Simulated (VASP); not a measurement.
Runs of VASP 6.6.1 on Cu2H3. The structure is that of space group P4/mmm (No. 123), or close to it. The cells are those of the table. The cell was generated, and may not be a known phase.

```tsv
task	cell	k mesh	cutoff (eV)	gap on the mesh (eV)	pressure (GPa)	relaxed volume (Å³/atom)
single point	a = 3.714, b = 3.714, c = 3.155 Å, 5 atoms	6 × 6 × 4	520	none	0.3	-
relaxation of cell and atoms	relaxed from a = 3.639, b = 3.639, c = 3.214 Å, 5 atoms	10 × 10 × 12	600	none	0.1	(a)
relaxation of cell and atoms	relaxed from a = 3.603, b = 3.603, c = 4.601 Å, 5 atoms	6 × 6 × 4	600	none	0.2	8.70
relaxation of cell and atoms	relaxed from a = 3.714, b = 3.714, c = 3.155 Å, 5 atoms	6 × 6 × 6	600	none	-0.5	8.62
single point	a = 3.674, b = 3.674, c = 3.185 Å, 5 atoms	10 × 10 × 12	520	none	0.3	-
```

Alike in all rows: level PBE; potentials or basis VASP PAW PBE potentials, release 64 (Cu, H); no spin polarisation; smearing gaussian 0.1 eV.

Problem. Estimate the missing entries.

Solution. (a) 8.63.

Caveats: some runs use coarse meshes; the volume moved by over 15 % at a fixed basis, so the end points are rough (at least some runs).

A gap of «none» marks levels without a gap at the run's occupations.
